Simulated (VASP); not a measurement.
Set up this calculation in VASP 6.6.1, as the native input.

```yaml
Task: single point
Functional: PBE
Potentials_or_basis: VASP PAW PBE potentials, release 64 (Na_pv)
Cutoff: 520 eV
k_mesh: 14 × 14 × 14
Occupations: gaussian, width 0.1 eV
Spin: no spin polarisation
Dipole_correction: no
Further_INCAR_settings: ALGO = Normal; EDIFF = 1e-06; NBANDS = 10
```

The structure of Na lies in POSCAR:

```
Na
1.0
   -2.0521418378      2.0521418378      2.0521418378
    2.0521418378     -2.0521418378      2.0521418378
    2.0521418378      2.0521418378     -2.0521418378
Na
1
Direct
    0.0000000000      0.0000000000      0.0000000000
```

This cell differs from its parent crystal: volume scaled by 0.94.

The input as run:

INCAR

```
ALGO = Normal
EDIFF = 1E-6
ENCUT = 520
GGA = PE
ISIF = 2
ISMEAR = 0
LASPH = True
LCHARG = True
LELF = True
LREAL = False
LVHAR = True
LWAVE = False
NBANDS = 10
NELM = 60
PREC = Accurate
SIGMA = 0.1
```

KPOINTS

```
k-points
0
Gamma
  14 14 14
```

Potentials or basis: VASP PAW PBE potentials, release 64 (Na_pv).

Launch:

```sh
$ cat potpaw_PBE.64/Na_pv/POTCAR > POTCAR
$ mpirun -np 1 vasp_std > vasp.out
```

It gave:

```
Pressure : 0.6 GPa
```

Wall time 18 s on 1 thread of Intel(R) Xeon(R) Platinum 8375C CPU @ 2.90GHz (Ice Lake), on a shared host, peak memory 0.16 GiB.
